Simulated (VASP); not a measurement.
Runs of VASP 6.6.1 on NiSb. The structure is that of space group P6_3/mmc (No. 194), or close to it. The cells are those of the table. 

```csv
level,potentials or basis,U,fixed moment (μB),cell,k mesh,cutoff (eV),gap on the mesh (eV),pressure (GPa),moment (μB)
r2SCAN+U,"VASP PAW PBE potentials, release 64 (Sb, Ni)",Ni d U = 8.0 eV,-,"a = 3.928, b = 3.928, c = 5.120 Å, angles 90.0, 90.0, 120.0°, 4 atoms",8 × 8 × 5,520,none,-6.9,0.06
PBE,"VASP PAW PBE potentials, release 64 (Sb_d_GW, Ni_sv_GW)",-,1.5,"a = 3.928, b = 3.928, c = 5.120 Å, angles 90.0, 90.0, 120.0°, 4 atoms",7 × 7 × 5,690,-,6.0,1.50
r2SCAN+U,"VASP PAW PBE potentials, release 64 (Sb, Ni)",Ni d U = 6.0 eV,-,"a = 3.928, b = 3.928, c = 5.120 Å, angles 90.0, 90.0, 120.0°, 4 atoms",8 × 8 × 5,520,none,-5.0,0.00
r2SCAN,"VASP PAW PBE potentials, release 64 (Sb, Ni)",-,-,"a = 3.925, b = 3.925, c = 5.145 Å, angles 90.0, 90.0, 120.0°, 4 atoms",6 × 6 × 4,520,none,0.0,0.00
r2SCAN+U,"VASP PAW PBE potentials, release 64 (Sb, Ni)",Ni d U = 4.0 eV,-,"a = 3.928, b = 3.928, c = 5.120 Å, angles 90.0, 90.0, 120.0°, 4 atoms",8 × 8 × 5,520,none,(a),0.00
r2SCAN+U,"VASP PAW PBE potentials, release 64 (Sb, Ni)",Ni d U = 5.0 eV,-,"a = 3.928, b = 3.928, c = 5.120 Å, angles 90.0, 90.0, 120.0°, 4 atoms",8 × 8 × 5,520,none,(b),0.00
```

Alike in all rows: task single point; spin collinear, ferromagnetic start; smearing fermi-dirac 0.05 eV.

Problem. Fill in the values left out.

Solution. (a) -3.2; (b) -4.1.

Caveats: spin-orbit coupling is left out, which moves the levels of the heavy elements; the moments typed at the start vanished in this run (at least some runs); the PAW data sets were made with another functional, which shifts forces and pressure a little (at least some runs); the cell stands under tension (at least some runs); the U is typed as a test and isn't derived for this compound (at least some runs); the cell stands under pressure (at least some runs); the total moment is fixed, so each spin has its own Fermi level and the state may be an excited one (at least some runs).

A k mesh can miss the band edges, and the runs leave out spin-orbit coupling on Sb.

A gap of «none» marks levels without a gap at the run's occupations.

The runs don't all hold the same shells in valence.
